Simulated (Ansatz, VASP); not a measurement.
**Ge in VASP and in Ansatz**

```
Ge
1.0
     3.98827    0.00000    0.00000
    -1.99413    3.45394    0.00000
     0.00000    0.00000   25.16000
Ge
2
Direct
  0.33333 0.66667 0.27866
  0.66667 0.33333 0.30480
```

Alike in both runs: functional PBEsol; k mesh 12 × 12 × 1; occupations gaussian, width 0.03 eV; no spin polarisation.

Ansatz relaxed the structure, and its values are those at the end. VASP's run is a single point on that final structure, the one shown.

|  | VASP | Ansatz |
| --- | --- | --- |
| version | VASP 6.6.1 | Ansatz 0.2.0 |
| potentials or method | VASP PAW PBE potentials, release 64 (Ge_d), cutoff 410 eV | scalar-relativistic, plane waves, PAW |
| valence electrons in the cell | 28 | 28 |

```tsv
	VASP	Ansatz	Ansatz less VASP
gap on the k mesh at the Fermi level (eV)	none	none	-
rms of the force components (eV/Å)	0.006	0.000	-0.0056
```

VASP's potentials were made for PBE, not for PBEsol, and Ansatz warns of the same on its side. A gap of «none» marks a metal or a gap that the smearing closes. Ansatz's warnings: slab cell height set, structure snapped to symmetry.
